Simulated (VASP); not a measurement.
Input of a VASP 6.6.1 run:

File INCAR:

```
PREC = Accurate ; ENCUT = 520
EDIFF = 1E-6 ; ISMEAR = 0
SIGMA = 0.05 ; LREAL = Auto
LASPH = T ; NELM = 60
ALGO = Normal ; ISIF = 2
LWAVE = F ; LCHARG = F
GGA = PE ; NBANDS = 62
```

The input KPOINTS:

```
Automatic mesh
0
Gamma
  6 6 2
```

File POSCAR:

```
Al12N11
1.0
    0.0000000000     -5.7405226851      0.0000000000
    4.9714384763      2.8702613426      0.0000000000
    0.0000000000      0.0000000000      8.3737655613
Al N
12 11
Direct
    0.3456301452      0.3333333014      0.3892295499
    0.3323543506      0.3333333014      0.8686698889
    0.6798856759      0.0034551368      0.3658561943
    0.6580299665     -0.0088431146      0.8830380963
    0.0097638862      0.6632116671      0.3658561943
    0.0002066024      0.6755099185      0.8830380963
    0.6507207365      0.6333991691      0.1279558154
    0.6732048428      0.6710244964      0.6237110368
    0.9799716851      0.3333333014      0.1175656272
    0.9963696693      0.3333333014      0.6377461801
    0.3506550548      1.0332673379      0.1279558154
    0.3355135860      0.9956422117      0.6237110368
    0.3287160060      0.3333333014      0.6237945118
    0.6528460243     -0.0246711290      0.1216573347
    0.6735613399      0.0042366008      0.6216885297
    0.0108503998      0.6913377318      0.1216573347
    0.0026579857      0.6624300020      0.6216885297
    0.6733063834      0.6650716922      0.3765937769
    0.6615316283      0.6617489114      0.8690232544
    1.0222995381      0.3333333014      0.3505142314
    0.9955737487      0.3333333014      0.8771814719
    0.3415681050      1.0015950160      0.3765937769
    0.3331159564      1.0049177967      0.8690233739
```

Potentials or basis: VASP PAW PBE potentials, release 64 (Al, N).

Launch:

```sh
$ cat potpaw_PBE.64/Al/POTCAR potpaw_PBE.64/N/POTCAR > POTCAR
$ mpirun -np 1 vasp_std > vasp.out
```

Question: Predict the band gap on the k mesh.

Answer: Zero (an odd number of electrons rules out a gap without spin polarisation).

Question: Predict the pressure.

Answer: 0.1 GPa.

Question: What does it give for the largest force?

Answer: 0.905 eV/Å.

Stress tensor (GPa, compression positive):
```
-1.90  0.00  0.00
 0.00 -0.44 -1.57
 0.00 -1.57  2.56
```

Caveat: the k points lie up to 0.38 Å⁻¹ apart, too coarse for converged energies and pressures of a metal; an odd number of electrons without spin polarisation forces a metal; a magnetic or distorted state may lie lower.
